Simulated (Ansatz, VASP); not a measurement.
**Two plane-wave programs on TaSi2**

INCAR

```
ALGO = Normal
EDIFF = 1E-7
EDIFFG = -0.01
ENCUT = 600
GGA = PS
IBRION = 2
ISIF = 3
ISMEAR = -1
IVDW = 13
LASPH = True
LCHARG = False
LREAL = False
LWAVE = False
NELM = 60
NSW = 60
PREC = Accurate
SIGMA = 0.05
```

The input KPOINTS:

```
k-points
0
Gamma
  7 7 4
```

Contents of POSCAR:

```
TaSi2
1.0
    4.7800000000      0.0000000000      0.0000000000
   -2.3900000000      4.1396014301      0.0000000000
    0.0000000000      0.0000000000      6.5640000000
Ta Si
3 6
Direct
    0.0000000000      0.5000000000      0.1666666667
    0.5000000000      0.5000000000      0.8333333333
    0.5000000000      0.0000000000      0.5000000000
    0.3333000000      0.1666500000      0.1666666667
    0.1666500000      0.8333500000      0.8333333333
    0.8333500000      0.6667000000      0.5000000000
    0.6667000000      0.8333500000      0.1666666667
    0.8333500000      0.1666500000      0.8333333333
    0.1666500000      0.3333000000      0.5000000000
```

File input.yaml:

```yaml
crystal:
  lattice:
    - [4.78, 0.0, 0.0]
    - [-2.39, 4.1396014301, 0.0]
    - [0.0, 0.0, 6.564]
  atoms:
    - { symbol: Ta, position: [0.0, 0.5, 0.1666666667] }
    - { symbol: Ta, position: [0.5, 0.5, 0.8333333333] }
    - { symbol: Ta, position: [0.5, 0.0, 0.5] }
    - { symbol: Si, position: [0.3333, 0.16665, 0.1666666667] }
    - { symbol: Si, position: [0.16665, 0.83335, 0.8333333333] }
    - { symbol: Si, position: [0.83335, 0.6667, 0.5] }
    - { symbol: Si, position: [0.6667, 0.83335, 0.1666666667] }
    - { symbol: Si, position: [0.83335, 0.16665, 0.8333333333] }
    - { symbol: Si, position: [0.16665, 0.3333, 0.5] }
hamiltonian:
  xc: pbesol
  pseudopotentials: { kind: paw }
  dispersion: d4
kpoints:
  mp_grid: { grid: [7, 7, 4] }
scf:
  occupations: { method: fermi_dirac, width: 0.05 }
output:
  forces: true
  stress: true
  eigenvalues: true
relax:
  f_tol: 0.01
  max_steps: 40
  cell: { stress_tol: 0.05 }
```

Alike in both runs: task relaxation of cell and atoms; functional PBEsol; dispersion D4; k mesh 7 × 7 × 4; occupations fermi-dirac, width 0.05 eV; no spin polarisation.

```csv
,VASP,Ansatz
version,VASP 6.6.1,Ansatz 0.2.0
potentials or method,"VASP PAW PBE potentials, release 64 (Ta_pv, Si)",Ansatz PAW
plane-wave cutoff (eV),600,420
valence electrons in the cell,57,63
```

|  | VASP | Ansatz | Ansatz less VASP |
| --- | --- | --- | --- |
| gap on the k mesh at the Fermi level, each at its own relaxed structure (eV) | none | none | - |
| relaxed volume (Å³/atom) | 14.13 | 14.11 | -0.021 |
| relaxed cell length with the largest relative difference (Å) | 4.736 | 4.734 | -0.0025 |

VASP's potentials were made for PBE, not for PBEsol. A gap of «none» marks a metal or a gap that the smearing closes. VASP's potentials hold 57 valence electrons a cell and Ansatz's 63, so a difference there can come from the potentials and not from the codes.

Neither program's run includes spin-orbit coupling. Noted on Ansatz's run: the plane-wave basis is chosen anew once the cell has moved, so the energies of steps on either side of that aren't comparable.
